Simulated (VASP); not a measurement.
Set up this calculation in VASP 6.6.1, as the native input.

| Property | Result |
| --- | --- |
| Task | single point |
| Functional | PBE |
| Potentials or basis | VASP PAW PBE potentials, release 64 (Ag, C) |
| Cutoff | 600 eV |
| k mesh | 6 × 6 × 6 |
| Occupations | gaussian, width 0.1 eV |
| Spin | no spin polarisation |
| Dipole correction | no |
| Further INCAR settings | ALGO = Normal; EDIFF = 1e-06; NBANDS = 16 |

The structure of AgC2 lies in POSCAR:

```
AgC2
1.0
    1.2794567964      0.7386947258      6.4809373622
   -1.2794567964      0.7386947258      6.4809373622
    0.0000000000     -1.4773894516      6.4809373622
Ag C
1 2
Direct
    0.0008601470      0.0008601470      0.0008601470
    0.1672394259      0.1672394259      0.1672394259
    0.5006004671      0.5006004671      0.5006004671
```

The cell was built from a structure type or drawn by symmetry, and may not be a known phase.

These files were run (other wordings do the same):

INCAR

```
SYSTEM = AgC2
  PREC = Accurate
  ENCUT = 600
  EDIFF = 1E-6
  ISMEAR = 0
  SIGMA = 0.1
  LREAL = .FALSE.
  LASPH = .TRUE.
  NELM = 120
  ALGO = Normal
  ISIF = 2
  LWAVE = .FALSE.
  LCHARG = .FALSE.
  GGA = PE
  NBANDS = 16
  GGA_COMPAT = .FALSE.
```

KPOINTS

```
regular mesh
0
G
  6 6 6
  0 0 0
```

Potentials or basis: VASP PAW PBE potentials, release 64 (Ag, C).

Command:

```sh
$ cat potpaw_PBE.64/Ag/POTCAR potpaw_PBE.64/C/POTCAR > POTCAR
$ mpirun -np 1 vasp_std > vasp.out
```

It gave:

```yaml
Pressure: 1.3 GPa
Largest_force: 0.015 eV/Å
Band_gap_on_the_k_mesh: zero (an odd number of electrons rules out a gap without spin polarisation)
```

Caveat: the k points lie up to 0.48 Å⁻¹ apart, too coarse for converged energies and pressures of a metal.

Run time: 68 s on 1 thread of Intel(R) Xeon(R) Platinum 8559C (Emerald Rapids), with other jobs on the host, peak memory 0.4 GiB.
